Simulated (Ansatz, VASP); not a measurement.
**One calculation of Te2Mo, two programs**

POSCAR

```
Te2Mo
1.0
    3.5182000000      0.0000000000      0.0000000000
   -1.7591000000      3.0468505756      0.0000000000
    0.0000000000      0.0000000000     13.9736000000
Te Mo
4 2
Direct
    0.3333333333      0.6666666667      0.6210000000
    0.6666666667      0.3333333333      0.1210000000
    0.3333333333      0.6666666667      0.8790000000
    0.6666666667      0.3333333333      0.3790000000
    0.3333333333      0.6666666667      0.2500000000
    0.6666666667      0.3333333333      0.7500000000
```

INCAR.step1

```
SYSTEM = Te2Mo
  ALGO = Normal
  EDIFF = 1E-4
  ENCUT = 520
  GGA = PE
  ISMEAR = 0
  LASPH = .True.
  LCHARG = .False.
  LREAL = .False.
  LWAVE = .True.
  NBANDS = 35
  NELM = 60
  PREC = Accurate
  SIGMA = 0.01
```

INCAR.step2

```
SYSTEM = Te2Mo
  ALGO = Normal
  EDIFF = 1E-7
  ENCUT = 520
  ISIF = 2
  ISMEAR = 0
  ISTART = 1
  LASPH = .True.
  LCHARG = .True.
  LELF = .True.
  LMIXTAU = .True.
  LREAL = .False.
  LVHAR = .True.
  LWAVE = .False.
  METAGGA = R2SCAN
  NBANDS = 35
  NELM = 60
  PREC = Accurate
  SIGMA = 0.01
```

KPOINTS

```
k-points
0
Gamma
  12 12 3
  0 0 0
```

Input for Ansatz:

```yaml
crystal:
  lattice:
    - [3.5182, 0.0, 0.0]
    - [-1.7591, 3.0468505756, 0.0]
    - [0.0, 0.0, 13.9736]
  atoms:
    - { symbol: Te, position: [0.3333333333, 0.6666666667, 0.621] }
    - { symbol: Te, position: [0.6666666667, 0.3333333333, 0.121] }
    - { symbol: Te, position: [0.3333333333, 0.6666666667, 0.879] }
    - { symbol: Te, position: [0.6666666667, 0.3333333333, 0.379] }
    - { symbol: Mo, position: [0.3333333333, 0.6666666667, 0.25] }
    - { symbol: Mo, position: [0.6666666667, 0.3333333333, 0.75] }
scf:
  occupations: { method: fixed }
output:
  forces: false
  stress: false
  eigenvalues: true
  eigenstates:
    kpoints:
      - [0, 0, 0]
      - [0.3333333333333, 0.3333333333333, 0]
      - [0.5, 0, 0]
      - [0.1667, 0.1667, 0]
      - [0.18, 0.18, 0]
      - [0.2, 0.2, 0]
      - [0.15, 0.15, 0]
    e_range: [-3, 4]
  write_density: true
  write_potential: true
  elf: true
  volumetric_format: npy
kpoints:
  mp_grid: { grid: [12, 12, 3] }
hamiltonian:
  xc: r2scan
```

Alike in both runs: task single point; functional r2SCAN; k mesh 12 × 12 × 3; no spin polarisation.

```csv
,VASP,Ansatz
version,VASP 6.6.1,Ansatz 0.2.0
potentials or method,"VASP PAW PBE potentials, release 64 (Te, Mo_sv)","scalar-relativistic, plane waves, PAW"
plane-wave cutoff (eV),520,500
occupations,"gaussian, width 0.01 eV",fixed
valence electrons in the cell,52,92
```

|  | VASP | Ansatz | Ansatz less VASP |
| --- | --- | --- | --- |
| gap on the k mesh at the Fermi level (eV) | 0.86 | 0.87 | +0.006 |
| least direct gap on the mesh (eV) | 1.13 | 1.13 | -0.002 |

VASP's potentials were made for PBE, not for r2SCAN. VASP's potentials hold 52 valence electrons a cell and Ansatz's 92, so a difference there can come from the potentials and not from the codes.

Spin-orbit coupling is off throughout.
